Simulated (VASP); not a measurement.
# Pd (Cm) in VASP: single point with PBE

Aim: the single point of Pd with PBE.

Program: VASP 6.6.1. These are calculated values, not measurements. Logs are shortened: lines on timing, memory, paths and dates and some standing lists are left out, and cuts for length are marked.

## 1. The cell of the first run

It takes space group Cm (No. 8, monoclinic). Conventional cell: a = 4.815 Å, b = 2.780 Å, c = 9.179 Å, α = 90.00°, β = 90.00°, γ = 90.00°. Pd (site symmetry m) has 12 Pd at 2.78 to 3.25 Å within 3.7 Å. Within 3.0 Å of Pd (site symmetry m) lie 10 Pd at 2.24 to 2.87 Å. Pd (site symmetry m) has 12 Pd at 2.24 to 2.80 Å within 3.0 Å. Pd (site symmetry m) has 12 Pd at 2.78 to 2.80 Å within 3.7 Å.

## 2. Single point, PBE (atom 2 (Pd) moved -0.600 Å towards its neighbour atom 1 (Pd) at 3.946 Å)

File INCAR:

```
PREC     = Accurate       # precision mode
ENCUT    = 520            # plane-wave cutoff, eV
EDIFF    = 1E-6           # SCF threshold, eV
ISMEAR   = 0              # smearing method
SIGMA    = 0.15           # smearing width, eV
LREAL    = False          # projectors in reciprocal space
LASPH    = True           # aspherical terms in the spheres
NELM     = 80             # most SCF steps
ALGO     = Fast           # electronic algorithm
ISIF     = 2              # what is computed and relaxed
LWAVE    = False          # write WAVECAR
LCHARG   = False          # write CHGCAR
GGA      = PE             # functional
NBANDS   = 28             # bands
```

File KPOINTS:

```
regular mesh
0
Gamma
  18 18 6
```

File POSCAR:

```
Pd
1.0
    2.7797116547      0.0000000000      0.0000000000
   -1.3898558274      2.4073009082      0.0000000000
    0.0000000000      0.0000000000      9.1786947690
Pd
4
Direct
    0.0000000000      0.0000000000      0.0000000000
    0.5360897684      0.7680448842      0.2880168316
    0.0000000000      0.0000000000      0.5000000000
    0.6666666667      0.3333333333      0.7500000000
```

Potentials or basis: VASP PAW PBE potentials, release 64 (Pd).

Run with:

```bash
> cat potpaw_PBE.64/Pd/POTCAR > POTCAR
> mpirun -np 1 vasp_std > vasp.out
```

OUTCAR:

```text
PREC = Accurate
   ENCUT = 520
   EDIFF = 1E-6
   ISMEAR = 0
   LREAL = False
   LASPH = True
   NELM = 80
   ISIF = 2
   GGA = PE

 ion  position               nearest neighbor table
   1  0.000  0.000  0.000-   4 2.80   4 2.80   4 2.80   2 2.87   2 3.25   2 3.25
   2  0.536  0.768  0.288-   3 2.24   3 2.72   3 2.72   1 2.87   1 3.25   1 3.25
   3  0.000  0.000  0.500-   2 2.24   2 2.72   2 2.72   4 2.80   4 2.80   4 2.80
   4  0.667  0.333  0.750-   1 2.80   3 2.80   1 2.80   3 2.80   1 2.80   3 2.80

  LATTYP: Found a hexagonal cell.
 ALAT       =     2.7797116547
 C/A-ratio  =     3.3020312569

  Lattice vectors:

 A1 = (   2.7797116547,   0.0000000000,   0.0000000000)
 A2 = (  -1.3898558274,   2.4073009082,   0.0000000000)
 A3 = (   0.0000000000,   0.0000000000,   9.1786947690)

Analysis of symmetry for initial positions (statically):
=====================================================================
 Subroutine PRICEL returns:
 Original cell was already a primitive cell.

 Routine SETGRP: Setting up the symmetry group for a
 hexagonal supercell.

 Subroutine GETGRP returns: Found  2 space group operations
 (whereof  2 operations were pure point group operations)
 out of a pool of 24 trial point group operations.

The static configuration has the point symmetry C_1h.

Analysis of symmetry for dynamics (positions and initial velocities):
=====================================================================
 Subroutine PRICEL returns:
 Original cell was already a primitive cell.

 Routine SETGRP: Setting up the symmetry group for a
 hexagonal supercell.

 Subroutine GETGRP returns: Found  2 space group operations
 (whereof  2 operations were pure point group operations)
 out of a pool of 24 trial point group operations.

The dynamic configuration has the point symmetry C_1h.

 Subroutine INISYM returns: Found  2 space group operations
 (whereof  2 operations are pure point group operations),
 and found     1 'primitive' translations

----------------------------------------------------------------------------------------

                                     Primitive cell

  volume of cell :      61.4202

  direct lattice vectors                    reciprocal lattice vectors
     2.779711655  0.000000000  0.000000000     0.359749544  0.207701496  0.000000000
    -1.389855827  2.407300908  0.000000000     0.000000000  0.415402992  0.000000000
     0.000000000  0.000000000  9.178694769     0.000000000  0.000000000  0.108947952

  length of vectors
     2.779711655  2.779711655  9.178694769     0.415402992  0.415402992  0.108947952

  position of ions in fractional coordinates (direct lattice)
     0.000000000  0.000000000  0.000000000
     0.536089768  0.768044884  0.288016832
     0.000000000  0.000000000  0.500000000
     0.666666667  0.333333333  0.750000000

  ion indices of the primitive-cell ions
   primitive index   ion index
                 1           1
                 2           2
                 3           3
                 4           4

----------------------------------------------------------------------------------------

 KPOINTS: regular mesh

Automatic generation of k-mesh.
 Grid dimensions read from file:
 generate k-points for:   18   18    6

 Generating k-lattice:

  Cartesian coordinates                     Fractional coordinates (reciprocal lattice)
     0.019986086  0.011538972  0.000000000     0.055555556 -0.000000000  0.000000000
     0.000000000  0.023077944  0.000000000     0.000000000  0.055555556  0.000000000
     0.000000000  0.000000000  0.018157992     0.000000000  0.000000000  0.166666667

  Length of vectors
     0.023077944  0.023077944  0.018157992

  Shift w.r.t. Gamma in fractional coordinates (k-lattice)
     0.000000000  0.000000000  0.000000000

 Subroutine IBZKPT returns following result:
 ===========================================

 Found    524 irreducible k-points:

 Following reciprocal coordinates:
            Coordinates               Weight
  0.000000  0.000000  0.000000      1.000000
  0.055556  0.000000  0.000000      2.000000
  0.000000  0.055556  0.000000      4.000000
  0.111111  0.000000  0.000000      2.000000
  0.000000  0.111111  0.000000      4.000000
  0.166667  0.000000  0.000000      2.000000
[... 16 lines left out ...]
 -0.055556  0.166667  0.000000      4.000000
 -0.166667  0.111111  0.000000      4.000000
 [... further k-points ...]
   k-points           NKPTS =    524   k-points in BZ     NKDIM =    524   number of bands    NBANDS=     28
   number of dos      NEDOS =    301   number of ions     NIONS =      4
   total plane-waves  NPLWV =  40320
   dimension x,y,z NGX =    24 NGY =   24 NGZ =   70
   dimension x,y,z NGXF=    48 NGYF=   48 NGZF=  140
   ions per type =               4
   NGX,Y,Z   is equivalent  to a cutoff of  14.35, 14.35, 12.68 a.u.
   NGXF,Y,Z  is equivalent  to a cutoff of  28.71, 28.71, 25.36 a.u.
 SYSTEM =  unknown system
   PREC   = accura    normal or accurate (medium, high low for compatibility)
   ISTART =      0    job   : 0-new  1-cont  2-samecut
   ICHARG =      2    charge: 1-file 2-atom 10-const
   ISPIN  =      1    spin polarized calculation?
   LNONCOLLINEAR =      F non collinear calculations
   LSORBIT =      F    spin-orbit coupling
   LASPH  =      T    aspherical Exc in radial PAW
   ENCUT  =  520.0 eV  38.22 Ry    6.18 a.u.   5.17  5.17 17.07*2*pi/ulx,y,z
   NELM   =     80;   NELMIN=  2; NELMDL= -5     # of ELM steps
   EDIFF  = 0.1E-05   stopping-criterion for ELM
   LREAL  =      F    real-space projection
   EDIFFG = 0.1E-04   stopping-criterion for IOM
   NSW    =      0    number of steps for IOM
   IBRION =     -1    ionic relax: 0-MD 1-quasi-New 2-CG
   NFREE  =      0    steps in history (QN), initial steepest desc. (CG)
   ISIF   =      2    stress and relaxation
   ISYM   =      2    0-nonsym 1-usesym 2-fastsym
   POTIM  = 0.5000    time-step for ionic-motion
   TEBEG  =    0.0;   TEEND  =   0.0 temperature during run
   PSTRESS=    0.0 pullay stress
   NELECT =      40.0000    total number of electrons
   NUPDOWN=      -1.0000    fix difference up-down
   EMIN   =  10.00;   EMAX   =-10.00  energy-range for DOS
   EFERMI =   0.00;   METHOD = LEGACY
   ISMEAR =     0;   SIGMA  =   0.15  broadening in eV -4-tet -1-fermi 0-gaus
   EFERMI_NEDOS =   21; number of points for ismear=-14 and -15
   IALGO  =     68    algorithm
   IMIX   =      4    mixing-type and parameters
     AMIX     =   0.40;   BMIX     =  1.00
     AMIX_MAG =   1.60;   BMIX_MAG =  1.00
  volume/ion in A,a.u.               =      15.36       103.62
  Fermi-wavevector in a.u.,A,eV,Ry     =   1.419029  2.681575 27.397264  2.013642
  Thomas-Fermi vector in A             =   2.540092
   LORBIT       =      0    0 simple, 1 ext, 2 COOP (PROOUT), +10 PAW based schemes
   GGA     = PE    functional components
   LHFCALC =     F    Hartree Fock is set to
   AEXX    =    0.0000 exact exchange contribution
   IVDW    =     0    specifies the selected vdW correction
   LEPSILON=     F    determine dielectric tensor
   LRPA    =     F    only Hartree local field effects (RPA)
 non-spin polarized calculation
 RMM-DIIS sequential band-by-band and
 Gauss-broadening in eV      SIGMA  =   0.15
  energy-cutoff  :      520.00
  volume of cell :       61.42
 maximum number of plane-waves:      1669
 NGX is ok and might be reduce to    24
   NGX = 11   NGY = 11   NGZ = 35

 number of electron      40.0000011 magnetization

 Free energy of the ion-electron system (eV)
  ---------------------------------------------------
  ext. energy  EPLUGINS =         0.00000000
  ---------------------------------------------------
  free energy    TOTEN  =       -19.85145052 eV

  energy without entropy =      -19.75992940  energy(sigma->0) =      -19.80568996

 E-fermi :   9.2247     XC(G=0): -12.8921

 val. band max:        9.2245583785   @ k =  -0.0556   0.1111   0.1667
 cond. band min:       9.2250004867   @ k =  -0.0556   0.3889   0.1667
 fundamental gap:      0.0004421082
 Fermi energy:         9.2246844514

 k-point     1 :       0.0000    0.0000    0.0000
  band No.  band energies     occupation
      1       2.2159      2.00000
      2       3.6390      2.00000
      3       3.7360      2.00000
      4       4.2407      2.00000
      5       5.3162      2.00000
      6       5.9817      2.00000
[... 20 lines left out ...]
     27      24.2223      0.00000
     28      26.0952      0.00000

 k-point     2 :       0.0556    0.0000    0.0000
  band No.  band energies     occupation
      1       2.3137      2.00000
      2       3.7100      2.00000
      3       3.8348      2.00000
      4       4.3179      2.00000
      5       5.2565      2.00000
      6       6.0043      2.00000
[... 20 lines left out ...]
     27      24.2683      0.00000
     28      26.0541      0.00000

 k-point     3 :       0.0000    0.0556    0.0000
  band No.  band energies     occupation
      1       2.3126      2.00000
      2       3.7063      2.00000
      3       3.8191      2.00000
      4       4.3208      2.00000
      5       5.3092      2.00000
      6       5.9404      2.00000
[... 20 lines left out ...]
     27      24.2697      0.00000
     28      26.1684      0.00000

 k-point     4 :       0.1111    0.0000    0.0000
  band No.  band energies     occupation
      1       2.5984      2.00000
      2       3.9003      2.00000
      3       4.1181      2.00000
      4       4.5272      2.00000
      5       5.1111      2.00000
      6       5.8025      2.00000
[... 578 lines left out ...]
     27      24.4948      0.00000
     28      25.2222      0.00000

 k-point    23 :      -0.0556    0.1667    0.0000
  band No.  band energies     occupation
      1       2.8557      2.00000
      2       4.0393      2.00000
      3       4.2116      2.00000
      4       4.7503      2.00000
      5       5.3381      2.00000
      6       5.5796      2.00000
[... 20 lines left out ...]
     27      24.5027      0.00000
     28      25.6390      0.00000

 k-point    24 :      -0.1667    0.1111    0.0000
  band No.  band energies     occupation
      1       2.8626      2.00000
      2       4.0646      2.00000
      3       4.2636      2.00000
      4       4.7190      2.00000
      5       5.1403      2.00000
      6       5.7550      2.00000
[... 20 lines left out ...]
     27      24.4988      0.00000
     28      25.5681      0.00000

 [... further k-points ...]

------------------------ aborting loop because EDIFF is reached ----------------------------------------

  FORCE on cell =-STRESS in cart. coord.  units (eV):
  Direction    XX          YY          ZZ          XY          YZ          ZX
  --------------------------------------------------------------------------------------
  -------------------------------------------------------------------------------------
  Total        2.9775370      1.0961597      6.9495051      1.6293205      1.7670819      3.0606749
  in kB       77.6706049     28.5938972    181.2814665     42.5016756     46.0952536     79.8393025
  external PRESSURE =      95.8486562 kB  Pullay stress =       0.0000000 kB

 VOLUME and BASIS-vectors are now :
 -----------------------------------------------------------------------------
  energy-cutoff  :      520.00
  volume of cell :       61.42
      direct lattice vectors                 reciprocal lattice vectors
     2.779711655  0.000000000  0.000000000     0.359749544  0.207701496  0.000000000
    -1.389855827  2.407300908  0.000000000     0.000000000  0.415402992  0.000000000
     0.000000000  0.000000000  9.178694769     0.000000000  0.000000000  0.108947952

 POSITION                                       TOTAL-FORCE (eV/Angst)
 -----------------------------------------------------------------------------------
      0.00000      0.00000      0.00000         0.065644      0.037900      0.678691
      0.42270      1.84892      2.64362        -1.773787     -1.024097     -5.040637
      0.00000      0.00000      4.58935         1.771039      1.022510      4.300660
      1.38986      0.80243      6.88402        -0.062895     -0.036313      0.061286
 -----------------------------------------------------------------------------------
    total drift:                                0.000282      0.000163      0.000591

  FREE ENERGIE OF THE ION-ELECTRON SYSTEM (eV)
  ---------------------------------------------------
  free  energy   TOTEN  =       -19.8514505242 eV

  energy  without entropy=      -19.7599293986  energy(sigma->0) =      -19.80568996
```

Wall time 6.8 min (1 thread of Intel Xeon 6975P-C (Granite Rapids), shared host); peak memory 0.7 GiB.

Results:

```
Free energy            : -19.8515 eV
Pressure               : 9.6 GPa
Largest force          : 5.441 eV/Å
Band gap on the k mesh : zero (bands 20 and 21 overlap by 0.98 eV)
```

Forces in eV/Å, atoms in the order of the input:
```
Pd   0.066  0.038  0.679
Pd  -1.774 -1.024 -5.041
Pd   1.771  1.023  4.301
Pd  -0.063 -0.036  0.061
```

Caveat: the cell differs from its parent crystal (atom 2 (Pd) moved -0.600 Å towards its neighbour atom 1 (Pd) at 3.946 Å); the cell stands under pressure; forces of over 1 eV/Å act on the atoms, so gaps and moduli don't describe the material at rest.
